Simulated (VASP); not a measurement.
# P (P2_1/c) in VASP: notebook

P is run at these levels: PBE; tasks: single point.

Everything below comes from runs of VASP 6.6.1. Logs are shortened: lines on timing, memory, paths and dates and some standing lists are left out, and cuts for length are marked.

### 1 The cell of the first run

The structure is monoclinic, space group P2_1/c (No. 14). Conventional cell: a = 11.305 Å, b = 4.558 Å, c = 3.310 Å, α = 90.00°, β = 93.36°, γ = 90.00°. Within 2.9 Å of P (site symmetry 1) lie 3 P at 2.23 to 2.26 Å. Within 2.9 Å of P (site symmetry 1) lie 3 P at 2.23 to 2.26 Å.

### 2 Single point, PBE (the part above a cut slid along it)

Contents of INCAR:

```
SYSTEM = P
  ALGO = Normal
  EDIFF = 1E-6
  ENCUT = 520
  GGA = PE
  ISIF = 2
  ISMEAR = 0
  LASPH = .TRUE.
  LCHARG = .FALSE.
  LREAL = .FALSE.
  LWAVE = .FALSE.
  NBANDS = 30
  NELM = 80
  PREC = Accurate
  SIGMA = 0.03
```

Contents of KPOINTS:

```
k-points
0
G
  10 7 3
  0 0 0
```

Contents of POSCAR:

```
P
1.0
   -3.3104324909      0.0000000000      0.0000000000
    0.0000000000      0.0000000000     -4.5577726732
   -0.6620864982    -11.2854350009      0.0000000000
P
8
Direct
   -0.1688141572      0.0862797555      0.8440707859
    0.4311858428      0.0862797555      0.3440707859
   -0.0688141572      0.4137202445      0.3440707859
    0.3311858428      0.4137202445      0.8440707859
   -0.1311858428      0.9137202445      0.6559292141
    0.4688141572      0.9137202445      0.1559292141
   -0.0311858428      0.5862797555      0.1559292141
    0.3688141572      0.5862797555      0.6559292141
```

Potentials or basis: VASP PAW PBE potentials, release 64 (P).

Started as:

```sh
> cat potpaw_PBE.64/P/POTCAR > POTCAR
> mpirun -np 1 vasp_std > vasp.out
```

OUTCAR:

```text
SYSTEM = P
   EDIFF = 1E-6
   ENCUT = 520
   GGA = PE
   ISIF = 2
   ISMEAR = 0
   LASPH = .TRUE.
   LREAL = .FALSE.
   NELM = 80
   PREC = Accurate

 ion  position               nearest neighbor table
   1  0.831  0.086  0.844-   4 2.23   4 2.23   5 2.26
   2  0.431  0.086  0.344-   3 2.23   3 2.23   6 2.26
   3  0.931  0.414  0.344-   2 2.23   2 2.23   7 2.26
   4  0.331  0.414  0.844-   1 2.23   1 2.23   8 2.26
   5  0.869  0.914  0.656-   8 2.23   8 2.23   1 2.26
   6  0.469  0.914  0.156-   7 2.23   7 2.23   2 2.26
   7  0.969  0.586  0.156-   6 2.23   6 2.23   3 2.26
   8  0.369  0.586  0.656-   5 2.23   5 2.23   4 2.26

  LATTYP: Found a simple monoclinic cell.
 ALAT       =     3.3104324909
 B/A-ratio  =     1.3767907020
 C/A-ratio  =     3.4149132409
 COS(beta)  =    -0.0585666416

  Lattice vectors:

 A1 = (  -3.3104324909,   0.0000000000,   0.0000000000)
 A2 = (   0.0000000000,   0.0000000000,   4.5577726732)
 A3 = (   0.6620864982,  11.2854350009,   0.0000000000)

Analysis of symmetry for initial positions (statically):
=====================================================================
 Subroutine PRICEL returns:
 Original cell was already a primitive cell.

 Routine SETGRP: Setting up the symmetry group for a
 simple monoclinic supercell.

 Subroutine GETGRP returns: Found  4 space group operations
 (whereof  1 operations were pure point group operations)
 out of a pool of  4 trial point group operations.

The static configuration has the point symmetry C_1 .
 The point group associated with its full space group is C_2h.

Analysis of symmetry for dynamics (positions and initial velocities):
=====================================================================
 Subroutine PRICEL returns:
 Original cell was already a primitive cell.

 Routine SETGRP: Setting up the symmetry group for a
 simple monoclinic supercell.

 Subroutine GETGRP returns: Found  4 space group operations
 (whereof  1 operations were pure point group operations)
 out of a pool of  4 trial point group operations.

The dynamic configuration has the point symmetry C_1 .
 The point group associated with its full space group is C_2h.

 Subroutine INISYM returns: Found  4 space group operations
 (whereof  1 operations are pure point group operations),
 and found     1 'primitive' translations

----------------------------------------------------------------------------------------

                                     Primitive cell

  volume of cell :     170.2769

  direct lattice vectors                    reciprocal lattice vectors
    -3.310432491  0.000000000  0.000000000    -0.302075334  0.017721958  0.000000000
     0.000000000  0.000000000 -4.557772673     0.000000000  0.000000000 -0.219405414
    -0.662086498-11.285435001  0.000000000     0.000000000 -0.088609788  0.000000000

  length of vectors
     3.310432491  4.557772673 11.304839746     0.302594737  0.219405414  0.088609788

  position of ions in fractional coordinates (direct lattice)
     0.831185843  0.086279756  0.844070786
     0.431185843  0.086279756  0.344070786
     0.931185843  0.413720244  0.344070786
     0.331185843  0.413720244  0.844070786
     0.868814157  0.913720244  0.655929214
     0.468814157  0.913720244  0.155929214
     0.968814157  0.586279756  0.155929214
     0.368814157  0.586279756  0.655929214

  ion indices of the primitive-cell ions
   primitive index   ion index
                 1           1
                 2           2
                 3           3
                 4           4
                 5           5
                 6           6
                 7           7
                 8           8

----------------------------------------------------------------------------------------

 KPOINTS: k-points

Automatic generation of k-mesh.
 Grid dimensions read from file:
 generate k-points for:   10    7    3

 Generating k-lattice:

  Cartesian coordinates                     Fractional coordinates (reciprocal lattice)
    -0.030207533  0.001772196  0.000000000     0.100000000  0.000000000  0.000000000
     0.000000000  0.000000000 -0.031343631     0.000000000  0.142857143  0.000000000
     0.000000000 -0.029536596  0.000000000     0.000000000  0.000000000  0.333333333

  Length of vectors
     0.030259474  0.031343631  0.029536596

  Shift w.r.t. Gamma in fractional coordinates (k-lattice)
     0.000000000  0.000000000  0.000000000

 Subroutine IBZKPT returns following result:
 ===========================================

 Found     64 irreducible k-points:

 Following reciprocal coordinates:
            Coordinates               Weight
  0.000000  0.000000  0.000000      1.000000
  0.100000  0.000000  0.000000      2.000000
  0.200000  0.000000  0.000000      2.000000
  0.300000  0.000000  0.000000      2.000000
  0.400000  0.000000 -0.000000      2.000000
  0.500000  0.000000 -0.000000      1.000000
[... 16 lines left out ...]
  0.400000  0.428571 -0.000000      4.000000
  0.500000  0.428571 -0.000000      2.000000
 [... further k-points ...]
   k-points           NKPTS =     64   k-points in BZ     NKDIM =     64   number of bands    NBANDS=     30
   number of dos      NEDOS =    301   number of ions     NIONS =      8
   total plane-waves  NPLWV =  84672
   dimension x,y,z NGX =    28 NGY =   36 NGZ =   84
   dimension x,y,z NGXF=    56 NGYF=   72 NGZF=  168
   ions per type =               8
   NGX,Y,Z   is equivalent  to a cutoff of  14.06, 13.13, 12.35 a.u.
   NGXF,Y,Z  is equivalent  to a cutoff of  28.12, 26.26, 24.71 a.u.
 SYSTEM =  P
   PREC   = accura    normal or accurate (medium, high low for compatibility)
   ISTART =      0    job   : 0-new  1-cont  2-samecut
   ICHARG =      2    charge: 1-file 2-atom 10-const
   ISPIN  =      1    spin polarized calculation?
   LNONCOLLINEAR =      F non collinear calculations
   LSORBIT =      F    spin-orbit coupling
   LASPH  =      T    aspherical Exc in radial PAW
   ENCUT  =  520.0 eV  38.22 Ry    6.18 a.u.   6.16  8.47 21.02*2*pi/ulx,y,z
   NELM   =     80;   NELMIN=  2; NELMDL= -5     # of ELM steps
   EDIFF  = 0.1E-05   stopping-criterion for ELM
   LREAL  =      F    real-space projection
   EDIFFG = 0.1E-04   stopping-criterion for IOM
   NSW    =      0    number of steps for IOM
   IBRION =     -1    ionic relax: 0-MD 1-quasi-New 2-CG
   NFREE  =      0    steps in history (QN), initial steepest desc. (CG)
   ISIF   =      2    stress and relaxation
   ISYM   =      2    0-nonsym 1-usesym 2-fastsym
   POTIM  = 0.5000    time-step for ionic-motion
   TEBEG  =    0.0;   TEEND  =   0.0 temperature during run
   PSTRESS=    0.0 pullay stress
   NELECT =      40.0000    total number of electrons
   NUPDOWN=      -1.0000    fix difference up-down
   EMIN   =  10.00;   EMAX   =-10.00  energy-range for DOS
   EFERMI =   0.00;   METHOD = LEGACY
   ISMEAR =     0;   SIGMA  =   0.03  broadening in eV -4-tet -1-fermi 0-gaus
   EFERMI_NEDOS =   21; number of points for ismear=-14 and -15
   IALGO  =     38    algorithm
   IMIX   =      4    mixing-type and parameters
     AMIX     =   0.40;   BMIX     =  1.00
     AMIX_MAG =   1.60;   BMIX_MAG =  1.00
  volume/ion in A,a.u.               =      21.28       143.64
  Fermi-wavevector in a.u.,A,eV,Ry     =   1.010128  1.908864 13.882812  1.020358
  Thomas-Fermi vector in A             =   2.143098
   LORBIT       =      0    0 simple, 1 ext, 2 COOP (PROOUT), +10 PAW based schemes
   GGA     = PE    functional components
   LHFCALC =     F    Hartree Fock is set to
   AEXX    =    0.0000 exact exchange contribution
   IVDW    =     0    specifies the selected vdW correction
   LEPSILON=     F    determine dielectric tensor
   LRPA    =     F    only Hartree local field effects (RPA)
 non-spin polarized calculation
 Gauss-broadening in eV      SIGMA  =   0.03
  energy-cutoff  :      520.00
  volume of cell :      170.28
 maximum number of plane-waves:      4610
 NGX is ok and might be reduce to    28
   NGX = 13   NGY = 17   NGZ = 41

 number of electron      39.9999998 magnetization

 Free energy of the ion-electron system (eV)
  ---------------------------------------------------
  ext. energy  EPLUGINS =         0.00000000
  ---------------------------------------------------
  free energy    TOTEN  =       -42.99994821 eV

  energy without entropy =      -42.99994254  energy(sigma->0) =      -42.99994538

 E-fermi :   5.4161     XC(G=0):  -9.2266

 val. band max:        5.3611764967   @ k =   0.0000   0.0000   0.0000
 cond. band min:       5.4709438572   @ k =   0.0000   0.0000   0.0000
 fundamental gap:      0.1097673605
 Fermi energy:         5.4160601761

 k-point     1 :       0.0000    0.0000    0.0000
  band No.  band energies     occupation
      1     -10.1234      2.00000
      2     -10.0211      2.00000
      3      -7.7181      2.00000
      4      -7.4679      2.00000
      5      -4.2379      2.00000
      6      -4.1711      2.00000
[... 22 lines left out ...]
     29      10.4600      0.00000
     30      10.8446      0.00000

 k-point     2 :       0.1000    0.0000    0.0000
  band No.  band energies     occupation
      1     -10.0049      2.00000
      2      -9.9033      2.00000
      3      -7.5943      2.00000
      4      -7.3451      2.00000
      5      -4.2913      2.00000
      6      -4.2330      2.00000
[... 22 lines left out ...]
     29      10.0892      0.00000
     30      10.2170      0.00000

 k-point     3 :       0.2000    0.0000    0.0000
  band No.  band energies     occupation
      1      -9.6517      2.00000
      2      -9.5524      2.00000
      3      -7.2239      2.00000
      4      -6.9779      2.00000
      5      -4.5547      2.00000
      6      -4.5219      2.00000
[... 22 lines left out ...]
     29       9.4260      0.00000
     30       9.4619      0.00000

 k-point     4 :       0.3000    0.0000    0.0000
  band No.  band energies     occupation
      1      -9.0717      2.00000
      2      -8.9764      2.00000
      3      -6.6105      2.00000
      4      -6.3700      2.00000
      5      -5.2326      2.00000
      6      -5.1993      2.00000
[... 22 lines left out ...]
     29       8.8348      0.00000
     30       9.2028      0.00000

 k-point     5 :       0.4000    0.0000   -0.0000
  band No.  band energies     occupation
      1      -8.2813      2.00000
      2      -8.1926      2.00000
      3      -6.2441      2.00000
      4      -6.1834      2.00000
      5      -5.7610      2.00000
      6      -5.5288      2.00000
[... 22 lines left out ...]
     29       7.9018      0.00000
     30       7.9714      0.00000
[... 526 lines left out ...]
     29       9.5668      0.00000
     30       9.8182      0.00000

 k-point    22 :       0.3000    0.4286    0.0000
  band No.  band energies     occupation
      1      -8.2437      2.00000
      2      -8.1828      2.00000
      3      -7.6872      2.00000
      4      -7.6673      2.00000
      5      -4.1260      2.00000
      6      -3.9381      2.00000
[... 22 lines left out ...]
     29      10.0055      0.00000
     30      10.0855      0.00000

 k-point    23 :       0.4000    0.4286   -0.0000
  band No.  band energies     occupation
      1      -7.5487      2.00000
      2      -7.4949      2.00000
      3      -7.0922      2.00000
      4      -7.0710      2.00000
      5      -4.7330      2.00000
      6      -4.6296      2.00000
[... 22 lines left out ...]
     29       9.7364      0.00000
     30      10.1315      0.00000

 k-point    24 :       0.5000    0.4286   -0.0000
  band No.  band energies     occupation
      1      -6.9453      2.00000
      2      -6.9453      2.00000
      3      -6.9139      2.00000
      4      -6.9139      2.00000
      5      -4.9126      2.00000
      6      -4.9126      2.00000
[... 22 lines left out ...]
     29      10.0005      0.00000
     30      10.0012      0.00000

 [... further k-points ...]

------------------------ aborting loop because EDIFF is reached ----------------------------------------

  FORCE on cell =-STRESS in cart. coord.  units (eV):
  Direction    XX          YY          ZZ          XY          YZ          ZX
  --------------------------------------------------------------------------------------
  -------------------------------------------------------------------------------------
  Total       -0.3395139     -0.0424497     -0.3195549     -0.2327547      0.0000000      0.0000000
  in kB       -3.1945706     -0.3994197     -3.0067715     -2.1900470      0.0000000      0.0000000
  external PRESSURE =      -2.2002539 kB  Pullay stress =       0.0000000 kB

 VOLUME and BASIS-vectors are now :
 -----------------------------------------------------------------------------
  energy-cutoff  :      520.00
  volume of cell :      170.28
      direct lattice vectors                 reciprocal lattice vectors
    -3.310432491  0.000000000  0.000000000    -0.302075334  0.017721958  0.000000000
     0.000000000  0.000000000 -4.557772673     0.000000000  0.000000000 -0.219405414
    -0.662086498-11.285435001  0.000000000     0.000000000 -0.088609788  0.000000000

 POSITION                                       TOTAL-FORCE (eV/Angst)
 -----------------------------------------------------------------------------------
     -3.31043     -9.52571     -0.39324        -0.010689      0.053123     -0.024241
     -1.65522     -3.88299     -0.39324         0.009556      0.027544     -0.042199
     -3.31043     -3.88299     -1.88564         0.009556      0.027544      0.042199
     -1.65522     -9.52571     -1.88564        -0.010689      0.053123      0.024241
     -3.31043     -7.40245     -4.16453        -0.009556     -0.027544      0.042199
     -1.65522     -1.75973     -4.16453         0.010689     -0.053123      0.024241
     -3.31043     -1.75973     -2.67213         0.010689     -0.053123     -0.024241
     -1.65522     -7.40245     -2.67213        -0.009556     -0.027544     -0.042199
 -----------------------------------------------------------------------------------
    total drift:                                0.000002     -0.000001     -0.000000

  FREE ENERGIE OF THE ION-ELECTRON SYSTEM (eV)
  ---------------------------------------------------
  free  energy   TOTEN  =       -42.9999482135 eV

  energy  without entropy=      -42.9999425405  energy(sigma->0) =      -42.99994538
```

Wall time 9 min (1 thread of Intel Xeon 8259CL, shared host); peak memory 0.37 GiB.

What came out:

| Property | Result |
| --- | --- |
| Free energy | -42.9999 eV |
| Pressure | -0.2 GPa |
| Largest force | 0.059 eV/Å |
| Band gap on the k mesh | 0.11 eV |

Forces on the atoms (eV/Å):
```
P   -0.011  0.053 -0.024
P    0.010  0.028 -0.042
P    0.010  0.028  0.042
P   -0.011  0.053  0.024
P   -0.010 -0.028  0.042
P    0.011 -0.053  0.024
P    0.011 -0.053 -0.024
P   -0.010 -0.028 -0.042
```

Stress tensor (GPa, compression positive):
```
-0.32 -0.22  0.00
-0.22 -0.04  0.00
 0.00  0.00 -0.30
```

Caveat: the cell differs from its parent crystal (the part above a cut slid along it); this functional lacks dispersion, which binds layers or chains, so the pressure and a relaxed spacing across them are unreliable. A k mesh can miss the band edges.

(Continued in part 2 of 2.)
